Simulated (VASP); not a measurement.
# Sb (R-3m) in VASP: further runs, part 2 of 2

VASP 6.6.1.

## 5. Single point, PBE (29.32 Å³/atom)

This run uses another cell than the first one, of 29.32 Å³/atom.

Contents of INCAR:

```
SYSTEM = Sb
PREC = Accurate ; ENCUT = 520
EDIFF = 1E-7 ; ISMEAR = -1
SIGMA = 0.1 ; LREAL = .False.
LASPH = .True. ; NELM = 60
ALGO = Normal ; ISIF = 2
LWAVE = .False. ; LCHARG = .False.
GGA = PE ; NBANDS = 12
```

Contents of KPOINTS:

```
regular mesh
0
Gamma
  14 14 14
  0 0 0
```

Contents of POSCAR:

```
Sb
1.0
    2.1279297896      1.2285608369      3.7378205955
   -2.1279297896      1.2285608369      3.7378205955
    0.0000000000     -2.4571216737      3.7378205955
Sb
2
Direct
    0.2326797760      0.2326797760      0.2326797760
    0.7673202240      0.7673202240      0.7673202240
```

Command:

```bash
$ cat potpaw_PBE.64/Sb/POTCAR > POTCAR
$ mpirun -np 1 vasp_std > vasp.out
```

Run time: 58 s. Hardware: 1 thread of Intel Xeon 6975P-C (Granite Rapids), shared host; peak memory 0.32 GiB.

Results (log left out):

```yaml
Free_energy: -8.1998 eV
Pressure: 5.2 GPa
Largest_force: 0.535 eV/Å
Band_gap_on_the_k_mesh: zero (bands 5 and 6 overlap by 0.40 eV)
```

Forces in eV/Å, atoms in the order of the input:
```
Sb   0.000  0.000  0.535
Sb   0.000  0.000 -0.535
```

Stress tensor (GPa, compression positive):
```
5.52 0.00 0.00
0.00 5.52 0.00
0.00 0.00 4.46
```

Levels at points of the mesh, in eV from the Fermi level:
| k point | band 1 | band 2 | band 3 | band 4 | band 5 | band 6 | band 7 | band 8 | band 9 | band 10 |
| --- | --- | --- | --- | --- | --- | --- | --- | --- | --- | --- |
| (0.00, 0.00, 0.00) | -12.99 | -4.63 | -2.16 | -1.86 | -1.86 | 1.98 | 2.71 | 2.71 | 5.11 | 5.11 |
| (0.50, 0.00, 0.00) | -10.56 | -9.76 | -2.09 | -1.96 | -0.27 | -0.21 | 0.19 | 0.56 | 7.53 | 8.19 |
| (0.50, 0.50, 0.00) | -10.52 | -8.10 | -5.56 | -3.89 | -3.80 | 1.38 | 5.10 | 5.72 | 7.20 | 8.76 |
| (0.50, 0.50, 0.50) | -11.47 | -9.05 | -1.40 | -1.40 | -0.45 | 0.16 | 0.16 | 1.29 | 6.97 | 8.66 |

Caveat: the cell stands under pressure; spin-orbit coupling is left out, which moves the levels of the heavy elements.

## 6. Single point, PBE (30.59 Å³/atom)

This run uses another cell than the first one, of 30.59 Å³/atom.

Contents of INCAR:

```
SYSTEM = Sb
PREC = Accurate ; ENCUT = 520
EDIFF = 1E-6 ; ISMEAR = -1
SIGMA = 0.1 ; LREAL = .False.
LASPH = .True. ; NELM = 80
ALGO = Normal ; ISIF = 2
LWAVE = .False. ; LCHARG = .False.
GGA = PE ; NBANDS = 12
```

KPOINTS is that of step 5.

Contents of POSCAR:

```
Sb
1.0
    2.1583328942      1.2461140775      3.7912252478
   -2.1583328942      1.2461140775      3.7912252478
    0.0000000000     -2.4922281549      3.7912252479
Sb
2
Direct
    0.2326797760      0.2326797760      0.2326797760
    0.7673202240      0.7673202240      0.7673202240
```

Potentials or basis: VASP PAW PBE potentials, release 64 (Sb).

Command:

```bash
$ cat potpaw_PBE.64/Sb/POTCAR > POTCAR
$ mpirun -np 1 vasp_std > vasp.out
```

OUTCAR:

```text
SYSTEM = Sb
   PREC = Accurate
   ENCUT = 520
   EDIFF = 1E-6
   ISMEAR = -1
   LREAL = .False.
   LASPH = .True.
   NELM = 80
   ISIF = 2
   GGA = PE

 ion  position               nearest neighbor table
   1  0.233  0.233  0.233-   2 2.91   2 2.91   2 2.91   2 3.38   2 3.38   2 3.38
   2  0.767  0.767  0.767-   1 2.91   1 2.91   1 2.91   1 3.38   1 3.38   1 3.38

  LATTYP: Found a trigonal (rhomboedric) cell.
 ALAT       =     4.5370243614
 COS(alpha) =     0.5473894919

  Lattice vectors:

 A1 = (   2.1583328942,   1.2461140775,   3.7912252478)
 A2 = (  -2.1583328942,   1.2461140775,   3.7912252478)
 A3 = (   0.0000000000,  -2.4922281549,   3.7912252479)

Analysis of symmetry for initial positions (statically):
=====================================================================
 Subroutine PRICEL returns:
 Original cell was already a primitive cell.

 Routine SETGRP: Setting up the symmetry group for a
 trigonal (rhombohedral) supercell.

 Subroutine GETGRP returns: Found 12 space group operations
 (whereof 12 operations were pure point group operations)
 out of a pool of 12 trial point group operations.

The static configuration has the point symmetry D_3d.

Analysis of symmetry for dynamics (positions and initial velocities):
=====================================================================
 Subroutine PRICEL returns:
 Original cell was already a primitive cell.

 Routine SETGRP: Setting up the symmetry group for a
 trigonal (rhombohedral) supercell.

 Subroutine GETGRP returns: Found 12 space group operations
 (whereof 12 operations were pure point group operations)
 out of a pool of 12 trial point group operations.

The dynamic configuration has the point symmetry D_3d.

 Subroutine INISYM returns: Found 12 space group operations
 (whereof 12 operations are pure point group operations),
 and found     1 'primitive' translations

[... 121 lines left out ...]
   AEXX    =    0.0000 exact exchange contribution
   IVDW    =     0    specifies the selected vdW correction
   LEPSILON=     F    determine dielectric tensor
   LRPA    =     F    only Hartree local field effects (RPA)
 non-spin polarized calculation
  energy-cutoff  :      520.00
  volume of cell :       61.18
 maximum number of plane-waves:      1662
 NGX is ok and might be reduce to    36
   NGX = 17   NGY = 17   NGZ = 17

 number of electron      10.0000000 magnetization

 Free energy of the ion-electron system (eV)
  ---------------------------------------------------
  ext. energy  EPLUGINS =         0.00000000
  ---------------------------------------------------
  free energy    TOTEN  =        -8.25853270 eV

  energy without entropy =       -8.24881309  energy(sigma->0) =       -8.25367290

 E-fermi :   7.1186     XC(G=0):  -9.4712

 val. band max:        7.1124984862   @ k =   0.4286   0.0714   0.0714
 cond. band min:       7.1978499670   @ k =  -0.4286   0.5000   0.4286
 fundamental gap:      0.0853514807
 Fermi energy:         7.1186297860

 k-point     1 :       0.0000    0.0000    0.0000
  band No.  band energies     occupation
      1      -5.5169      2.00000
      2       2.2761      2.00000
      3       5.0818      2.00000
      4       5.3559      2.00000
      5       5.3559      2.00000
      6       9.1023      0.00000
      7       9.7803      0.00000
      8       9.7803      0.00000
      9      12.2765      0.00000
     10      12.2765      0.00000
     11      12.4494      0.00000
     12      13.7427      0.00000
[... 331 lines left out ...]
 k-point    24 :       0.2857    0.1429   -0.0000
  band No.  band energies     occupation
      1      -4.7443      2.00000
      2       0.2072      2.00000
      3       4.2353      2.00000
      4       4.6077      2.00000
      5       6.0555      1.99995
      6       8.2462      0.00003
      7       9.4957      0.00000
      8       9.8594      0.00000
      9      11.1151      0.00000
     10      13.5608      0.00000
     11      14.0073      0.00000
     12      15.6330      0.00000

 [... further k-points ...]

------------------------ aborting loop because EDIFF is reached ----------------------------------------

  FORCE on cell =-STRESS in cart. coord.  units (eV):
  Direction    XX          YY          ZZ          XY          YZ          ZX
  --------------------------------------------------------------------------------------
  -------------------------------------------------------------------------------------
  Total        0.9495228      0.9495228      0.7707539      0.0000000     -0.0000000      0.0000000
  in kB       24.8661715     24.8661715     20.1845581      0.0000000     -0.0000000      0.0000000
  external PRESSURE =      23.3056337 kB  Pullay stress =       0.0000000 kB

 VOLUME and BASIS-vectors are now :
 -----------------------------------------------------------------------------
  energy-cutoff  :      520.00
  volume of cell :       61.18
      direct lattice vectors                 reciprocal lattice vectors
     2.158332894  1.246114077  3.791225248     0.231660279  0.133749124  0.087922324
    -2.158332894  1.246114077  3.791225248    -0.231660279  0.133749124  0.087922324
     0.000000000 -2.492228155  3.791225248     0.000000000 -0.267498249  0.087922324

 POSITION                                       TOTAL-FORCE (eV/Angst)
 -----------------------------------------------------------------------------------
      0.00000      0.00000      2.64642         0.000000      0.000000      0.276653
      0.00000      0.00000      8.72725         0.000000     -0.000000     -0.276653
 -----------------------------------------------------------------------------------
    total drift:                                0.000000      0.000000      0.000000

  FREE ENERGIE OF THE ION-ELECTRON SYSTEM (eV)
  ---------------------------------------------------
  free  energy   TOTEN  =        -8.2585327028 eV

  energy  without entropy=       -8.2488130885  energy(sigma->0) =       -8.25367290
```

It took 57 s on 1 thread of Intel Xeon 6975P-C (Granite Rapids), shared host; peak memory 0.33 GiB.

Results:

```yaml
Free_energy: -8.2585 eV
Pressure: 2.3 GPa
Largest_force: 0.277 eV/Å
Band_gap_on_the_k_mesh: zero (bands 5 and 6 overlap by 0.34 eV)
```

Forces in eV/Å, atoms in the order of the input:
```
Sb   0.000  0.000  0.277
Sb   0.000  0.000 -0.277
```

Caveat: spin-orbit coupling is left out, which moves the levels of the heavy elements.

## 7. Overview

| task | cell | k mesh | cutoff (eV) | gap on the mesh (eV) | pressure (GPa) | largest force (eV/Å) |
| --- | --- | --- | --- | --- | --- | --- |
| single point | a = 4.599 Å, angles 56.8°, 2 atoms | 9 × 9 × 9 | 520 | - | 0.1 | 0.04 |
| relaxation of cell and atoms | relaxed from a = 4.507 Å, angles 57.1°, 2 atoms | 9 × 9 × 9 | 600 | - | 0.0 | - |
| single point | a = 4.407 Å, angles 56.8°, 2 atoms | 14 × 14 × 14 | 520 | none | 8.7 | 0.84 |
| single point | a = 4.473 Å, angles 56.8°, 2 atoms | 14 × 14 × 14 | 520 | none | 5.2 | 0.54 |
| single point | a = 4.537 Å, angles 56.8°, 2 atoms | 14 × 14 × 14 | 520 | none | 2.3 | 0.28 |

Alike in all rows: level PBE; potentials or basis VASP PAW PBE potentials, release 64 (Sb); no spin polarisation; smearing fermi-dirac 0.1 eV.

Caveats: spin-orbit coupling is left out, which moves the levels of the heavy elements; the cell stands under pressure (at least some runs).

Total energies depend on the potentials used, so only differences within one code and one set of settings carry meaning.
